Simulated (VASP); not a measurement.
Write the native input for VASP 6.6.1 that does the following.

* Task: single point
* Functional: PBEsol
* Potentials or basis: VASP PAW PBE potentials, release 64 (Al, N)
* Cutoff: 520 eV
* k mesh: 10 × 10 × 10
* Occupations: gaussian, width 0.05 eV
* Spin: no spin polarisation
* Dipole correction: no
* Further INCAR settings: ALGO = Normal; EDIFF = 1e-07; NBANDS = 11

The structure of AlN lies in POSCAR:

```
AlN
1.0
    0.0525272483      1.9742558433      1.9742558433
    1.9742558433      0.0525272483      1.9742558433
    1.9742558433      1.9742558433      0.0525272483
Al N
1 1
Direct
    0.5000000000      0.5000000000      0.5000000000
    0.0000000000      0.0000000000      0.0000000000
```

These files were run (other wordings do the same):

INCAR

```
SYSTEM = AlN
PREC     = Accurate       ! precision mode
ENCUT    = 520            ! plane-wave cutoff, eV
EDIFF    = 1E-7           ! SCF threshold, eV
ISMEAR   = 0              ! smearing method
SIGMA    = 0.05           ! smearing width, eV
LREAL    = .False.        ! projectors in reciprocal space
LASPH    = .True.         ! aspherical terms in the spheres
NELM     = 60             ! most SCF steps
ALGO     = Normal         ! electronic algorithm
ISIF     = 2              ! what is computed and relaxed
LWAVE    = .False.        ! write WAVECAR
LCHARG   = .False.        ! write CHGCAR
GGA      = PS             ! functional
NBANDS   = 11             ! bands
```

KPOINTS

```
Automatic mesh
0
Gamma
  10 10 10
  0 0 0
```

Potentials or basis: VASP PAW PBE potentials, release 64 (Al, N).

Command:

```sh
$ cat potpaw_PBE.64/Al/POTCAR potpaw_PBE.64/N/POTCAR > POTCAR
$ mpirun -np 1 vasp_std > vasp.out
```

Results of the run:

* Pressure: 37.4 GPa
* Band gap on the k mesh: 4.48 eV, indirect (least direct gap 7.01 eV)

Caveat: the PAW data sets were made with another functional, which shifts forces and pressure a little.

It took 11 s on 1 thread of Intel(R) Xeon(R) Platinum 8488C (Sapphire Rapids), with other jobs on the host, peak memory 0.13 GiB.
